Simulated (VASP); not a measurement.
# GaAs (F-43m) in VASP: G0W0 quasiparticle levels with r2SCAN

Aim: the G0W0 quasiparticle levels of GaAs with r2SCAN.

Program: VASP 6.6.1. These are calculated values, not measurements. Logs are shortened: lines on timing, memory, paths and dates and some standing lists are left out, and cuts for length are marked.

### Step 1. The cell of the first run

It takes space group F-43m (No. 216, cubic). The conventional cell has a = 5.666 Å, b = 5.666 Å, c = 5.666 Å, α = 90.00°, β = 90.00°, γ = 90.00°. Ga (site symmetry -43m) has 4 As at 2.45 Å within 3.2 Å. As (site symmetry -43m) has 4 Ga at 2.45 Å within 3.2 Å.

### Step 2. G0W0 quasiparticle levels, r2SCAN

File POSCAR:

```
GaAs
1.0
    0.0000000000      2.8330831925      2.8330831925
    2.8330831925      0.0000000000      2.8330831925
    2.8330831925      2.8330831925      0.0000000000
Ga As
1 1
Direct
    0.0000000000      0.0000000000      0.0000000000
    0.2500000000      0.2500000000      0.2500000000
```

File INCAR.step1:

```
ALGO = Normal
EDIFF = 1E-8
ENCUT = 500
ISMEAR = 0
LASPH = True
LCHARG = False
LMIXTAU = True
LREAL = False
LWAVE = True
METAGGA = R2SCAN
NELM = 80
PREC = Accurate
SIGMA = 0.01
```

File INCAR.step2:

```
ALGO = Exact
EDIFF = 1E-8
ENCUT = 500
ISMEAR = 0
ISTART = 1
LASPH = True
LCHARG = False
LMIXTAU = True
LOPTICS = True
LREAL = False
LWAVE = True
METAGGA = R2SCAN
NBANDS = 180
NELM = 1
PREC = Accurate
SIGMA = 0.01
```

File INCAR.step3:

```
ALGO = EVGW0
EDIFF = 1E-8
ENCUT = 500
ENCUTGW = 140.0
ISMEAR = 0
ISTART = 1
LASPH = True
LCHARG = False
LMIXTAU = True
LREAL = False
LWAVE = False
METAGGA = R2SCAN
NBANDS = 180
NBANDSGW = 17
NELMGW = 1
NOMEGA = 96
OMEGAMAX = 20
PREC = Accurate
PRECFOCK = Fast
SIGMA = 0.01
```

File KPOINTS:

```
k-points
0
Gamma
  4 4 4
```

Potentials or basis: VASP PAW PBE potentials, release 64 (Ga_d_GW, As_GW).

Started as:

```console
> cat potpaw_PBE.64/Ga_d_GW/POTCAR potpaw_PBE.64/As_GW/POTCAR > POTCAR
> cp INCAR.step1 INCAR
> mpirun -np 1 vasp_std > vasp.out
> cp INCAR.step2 INCAR
> mpirun -np 1 vasp_std > vasp.out
> cp INCAR.step3 INCAR
> mpirun -np 1 vasp_std > vasp.out
```

OUTCAR:

```text
EDIFF = 1E-8
   ENCUT = 500
   ENCUTGW = 140.0
   ISMEAR = 0
   ISTART = 1
   LASPH = True
   LREAL = False
   METAGGA = R2SCAN
   NELMGW = 1
   PREC = Accurate
   PRECFOCK = Fast

 ion  position               nearest neighbor table
   1  0.000  0.000  0.000-   2 2.45   2 2.45   2 2.45   2 2.45
   2  0.250  0.250  0.250-   1 2.45   1 2.45   1 2.45   1 2.45

  LATTYP: Found a face centered cubic cell.
 ALAT       =     5.6661663850

  Lattice vectors:

 A1 = (   0.0000000000,   2.8330831925,   2.8330831925)
 A2 = (   2.8330831925,   0.0000000000,   2.8330831925)
 A3 = (   2.8330831925,   2.8330831925,   0.0000000000)

Analysis of symmetry for initial positions (statically):
=====================================================================
 Subroutine PRICEL returns:
 Original cell was already a primitive cell.

 Routine SETGRP: Setting up the symmetry group for a
 face centered cubic supercell.

 Subroutine GETGRP returns: Found 24 space group operations
 (whereof 24 operations were pure point group operations)
 out of a pool of 48 trial point group operations.

The static configuration has the point symmetry T_d .

Analysis of symmetry for dynamics (positions and initial velocities):
=====================================================================
 Subroutine PRICEL returns:
 Original cell was already a primitive cell.

 Routine SETGRP: Setting up the symmetry group for a
 face centered cubic supercell.

 Subroutine GETGRP returns: Found 24 space group operations
 (whereof 24 operations were pure point group operations)
 out of a pool of 48 trial point group operations.

The dynamic configuration has the point symmetry T_d .

 Subroutine INISYM returns: Found 24 space group operations
 (whereof 24 operations are pure point group operations),
 and found     1 'primitive' translations

----------------------------------------------------------------------------------------

                                     Primitive cell

  volume of cell :      45.4787

  direct lattice vectors                    reciprocal lattice vectors
     0.000000000  2.833083193  2.833083193    -0.176486169  0.176486169  0.176486169
     2.833083193  0.000000000  2.833083193     0.176486169 -0.176486169  0.176486169
     2.833083193  2.833083193  0.000000000     0.176486169  0.176486169 -0.176486169

  length of vectors
     4.006584674  4.006584674  4.006584674     0.305683012  0.305683012  0.305683012

  position of ions in fractional coordinates (direct lattice)
     0.000000000  0.000000000  0.000000000
     0.250000000  0.250000000  0.250000000

  ion indices of the primitive-cell ions
   primitive index   ion index
                 1           1
                 2           2

----------------------------------------------------------------------------------------

 KPOINTS: k-points

Automatic generation of k-mesh.
 Grid dimensions read from file:
 generate k-points for:    4    4    4

 Generating k-lattice:

  Cartesian coordinates                     Fractional coordinates (reciprocal lattice)
    -0.044121542  0.044121542  0.044121542     0.250000000  0.000000000  0.000000000
     0.044121542 -0.044121542  0.044121542     0.000000000  0.250000000  0.000000000
     0.044121542  0.044121542 -0.044121542     0.000000000  0.000000000  0.250000000

  Length of vectors
     0.076420753  0.076420753  0.076420753

  Shift w.r.t. Gamma in fractional coordinates (k-lattice)
     0.000000000  0.000000000  0.000000000

 Subroutine IBZKPT returns following result:
 ===========================================

 Found      8 irreducible k-points:

 Following reciprocal coordinates:
            Coordinates               Weight
  0.000000  0.000000  0.000000      1.000000
  0.250000  0.000000  0.000000      8.000000
  0.500000  0.000000  0.000000      4.000000
  0.250000  0.250000  0.000000      6.000000
  0.500000  0.250000  0.000000     24.000000
 -0.250000  0.250000  0.000000     12.000000
  0.500000  0.500000  0.000000      3.000000
 -0.250000  0.500000  0.250000      6.000000
   k-points           NKPTS =      8   k-points in BZ     NKDIM =     64   number of bands    NBANDS=    180
   number of dos      NEDOS =    301   number of ions     NIONS =      2
   total plane-waves  NPLWV =  27000
   dimension x,y,z NGX =    30 NGY =   30 NGZ =   30
   dimension x,y,z NGXF=    60 NGYF=   60 NGZF=   60
   ions per type =               1   1
   NGX,Y,Z   is equivalent  to a cutoff of  12.45, 12.45, 12.45 a.u.
   NGXF,Y,Z  is equivalent  to a cutoff of  24.90, 24.90, 24.90 a.u.
 SYSTEM =  unknown system
   PREC   = accura    normal or accurate (medium, high low for compatibility)
   ISTART =      1    job   : 0-new  1-cont  2-samecut
   ICHARG =      0    charge: 1-file 2-atom 10-const
   ISPIN  =      1    spin polarized calculation?
   LNONCOLLINEAR =      F non collinear calculations
   LSORBIT =      F    spin-orbit coupling
   LASPH  =      T    aspherical Exc in radial PAW
   ENCUT  =  500.0 eV  36.75 Ry    6.06 a.u.   7.30  7.30  7.30*2*pi/ulx,y,z
   NELM   =     60;   NELMIN=  2; NELMDL=  0     # of ELM steps
   EDIFF  = 0.1E-07   stopping-criterion for ELM
   LREAL  =      F    real-space projection
   EDIFFG = 0.1E-06   stopping-criterion for IOM
   NSW    =      0    number of steps for IOM
   IBRION =     -1    ionic relax: 0-MD 1-quasi-New 2-CG
   NFREE  =      0    steps in history (QN), initial steepest desc. (CG)
   ISIF   =      0    stress and relaxation
   ISYM   =      3    0-nonsym 1-usesym 2-fastsym
   POTIM  = 0.5000    time-step for ionic-motion
   TEBEG  =    0.0;   TEEND  =   0.0 temperature during run
   PSTRESS=    0.0 pullay stress
   NELECT =      18.0000    total number of electrons
   NUPDOWN=      -1.0000    fix difference up-down
   EMIN   =  10.00;   EMAX   =-10.00  energy-range for DOS
   EFERMI =   0.00;   METHOD = LEGACY
   ISMEAR =     0;   SIGMA  =   0.01  broadening in eV -4-tet -1-fermi 0-gaus
   EFERMI_NEDOS =   21; number of points for ismear=-14 and -15
   IALGO  =     38    algorithm
   IMIX   =      4    mixing-type and parameters
     AMIX     =   0.40;   BMIX     =  1.00
     AMIX_MAG =   1.60;   BMIX_MAG =  1.00
  volume/ion in A,a.u.               =      22.74       153.45
  Fermi-wavevector in a.u.,A,eV,Ry     =   1.201978  2.271408 19.657016  1.444750
  Thomas-Fermi vector in A             =   2.337772
   LORBIT       =      0    0 simple, 1 ext, 2 COOP (PROOUT), +10 PAW based schemes
   METAGGA = R2SCAN    functional components
   LHFCALC =     T    Hartree Fock is set to
   PRECFOCK=fast      Normal, Fast or Accurate (Low or Medium for compatibility)
   ENCUT4O =  -1.0   cutoff for four orbital integrals eV
   NKREDX  =     1    reduce k-point grid by
   NKREDY  =     1    reduce k-point grid by
   NKREDZ  =     1    reduce k-point grid by
   AEXX    =    1.0000 exact exchange contribution
   HFSCREEN=    0.0000 screening length (either q_TF or 0.3 A-1)
   HFSCREENC=   0.0000 screening length for correlation (either q_TF or 0.3 A-1)
   ENCUTFOCK=  -1.0 apply spherical cutoff to Coloumb kernel
   IVDW    =     0    specifies the selected vdW correction
   LEPSILON=     F    determine dielectric tensor
   LRPA    =     F    only Hartree local field effects (RPA)
   LRPAFORCE           =     F    calculate RPA forces
   ENCUTGW             = 140.0    cutoff for response function in eV
   ENCUTGWSOFT         = 112.0    soft cutoff for Coulomb kernel in GW response function in eV
   ENCUTLF             =  -1.0    cutoff for local field effects
   NELMGW              =     1    number of iterations in solving QP/BSE equation
   NELMHF              =     1    number of iterations in the inner HF iteration
   NKREDLFX            =     1    NKREDLFY  =   1   NKREDLFZ  =   1
 non-spin polarized calculation
 Gauss-broadening in eV      SIGMA  =   0.01
  energy-cutoff  :      500.00
  volume of cell :       45.48
 maximum number of plane-waves:      1174
 NGX is ok and might be reduce to    30
  NGX = 18; NGY = 18; NGZ = 18
   NGX = 15   NGY = 15   NGZ = 15
 maximum number of plane-waves:       176
 NGX is ok and might be reduce to    18

 QP shifts <psi_nk| G(iteration)W_0 |psi_nk>: iteration 1
 for sc-GW calculations column KS-energies equals QP-energies in previous step
 and V_xc(KS)=  KS-energies - (<T + V_ion + V_H > + <T+V_H+V_ion>^1  + <V_x>^1)

 k-point   1 :       0.0000    0.0000    0.0000
  band No.  KS-energies  QP-energies   sigma(KS)   V_xc(KS)     V^pw_x(r,r')   Z            occupation Imag(sigma)

      1     -11.6814     -13.4940     -25.3831     -22.7216     -35.1582       0.6810       2.0000       0.1791
      2     -11.6814     -13.4940     -25.3831     -22.7216     -35.1582       0.6810       2.0000       0.1791
      3     -11.6814     -13.4940     -25.3831     -22.7216     -35.1582       0.6810       2.0000       0.1791
      4     -11.5933     -13.4391     -25.5168     -22.8182     -35.2674       0.6840       2.0000       0.1500
      5     -11.5933     -13.4391     -25.5168     -22.8182     -35.2674       0.6840       2.0000       0.1500
      6      -9.5781      -9.5315     -11.8159     -11.8898     -18.0822       0.6302       2.0000       0.8613
[... 9 lines left out ...]
     16      14.1570      13.9736      -9.8094      -9.5653      -4.5047       0.7516       0.0000      -0.2682
     17      15.8244      15.3082      -7.8552      -7.1686      -2.1878       0.7519       0.0000      -0.3779

 k-point   2 :       0.2500    0.0000    0.0000
  band No.  KS-energies  QP-energies   sigma(KS)   V_xc(KS)     V^pw_x(r,r')   Z            occupation Imag(sigma)

      1     -11.7275     -13.4845     -25.0601     -22.4746     -34.7835       0.6796       2.0000       0.1947
      2     -11.6695     -13.4848     -25.4093     -22.7440     -35.1875       0.6811       2.0000       0.1771
      3     -11.6695     -13.4848     -25.4093     -22.7440     -35.1875       0.6811       2.0000       0.1771
      4     -11.5929     -13.4406     -25.5163     -22.8191     -35.2698       0.6850       2.0000       0.1499
      5     -11.5929     -13.4406     -25.5163     -22.8191     -35.2698       0.6850       2.0000       0.1499
      6      -8.8572      -8.8446     -12.2419     -12.2607     -18.3425       0.6688       2.0000       0.8422
[... 9 lines left out ...]
     16      13.1238      12.6830      -7.6510      -7.0675      -2.2533       0.7554       0.0000      -0.2736
     17      16.1533      15.7731      -8.6831      -8.1848      -2.7864       0.7628       0.0000      -0.4823

 k-point   3 :       0.5000    0.0000    0.0000
  band No.  KS-energies  QP-energies   sigma(KS)   V_xc(KS)     V^pw_x(r,r')   Z            occupation Imag(sigma)
[... 85 lines left out ...]
      1     -11.7991     -13.5133     -24.8356     -22.3040     -34.5305       0.6771       2.0000       0.2079
      2     -11.6297     -13.4691     -25.5064     -22.8281     -35.2993       0.6868       2.0000       0.1742
      3     -11.6297     -13.4691     -25.5064     -22.8281     -35.2993       0.6868       2.0000       0.1742
      4     -11.6193     -13.4472     -25.4266     -22.7415     -35.1648       0.6807       2.0000       0.1544
      5     -11.5797     -13.4326     -25.5400     -22.8451     -35.3055       0.6875       2.0000       0.1494
      6      -6.9771      -6.9387     -12.9884     -13.0433     -18.5367       0.6999       2.0000       0.6704
[... 9 lines left out ...]
     16      17.5368      17.1424     -10.0133      -9.4985      -4.1111       0.7662       0.0000      -0.5569
     17      17.5456      17.2221      -9.5369      -9.1110      -3.4742       0.7596       0.0000      -0.5258

 k-point   8 :      -0.2500    0.5000    0.2500
  band No.  KS-energies  QP-energies   sigma(KS)   V_xc(KS)     V^pw_x(r,r')   Z            occupation Imag(sigma)

      1     -11.7864     -13.4954     -24.8387     -22.3137     -34.5384       0.6768       2.0000       0.2090
      2     -11.6478     -13.4806     -25.4657     -22.7884     -35.2490       0.6846       2.0000       0.1715
      3     -11.6339     -13.4633     -25.4776     -22.8036     -35.2643       0.6842       2.0000       0.1725
      4     -11.6048     -13.4394     -25.4873     -22.7946     -35.2389       0.6813       2.0000       0.1513
      5     -11.5887     -13.4332     -25.5165     -22.8228     -35.2750       0.6848       2.0000       0.1496
      6      -6.9185      -6.8806     -13.1049     -13.1591     -18.6619       0.6995       2.0000       0.6584
[... 9 lines left out ...]
     16      17.6442      17.2190      -9.4886      -8.9227      -3.3881       0.7512       0.0000      -0.6214
     17      17.9223      17.6426      -9.9059      -9.5262      -3.5857       0.7368       0.0000      -0.6195
```

It took 3.8 min on 1 thread of Intel Xeon 6975P-C (Granite Rapids), shared host; peak memory 0.48 GiB.

Results:

* Quasiparticle gap: 1.54 eV
* Least direct quasiparticle gap: 1.54 eV
* Band gap of the starting levels on the mesh: 0.93 eV
* Least direct gap of the starting levels on the mesh: 0.93 eV

Caveat: the k points lie up to 0.48 Å⁻¹ apart; bands, screening cutoff and mesh are small and nothing is extrapolated, so the quasiparticle values aren't converged.
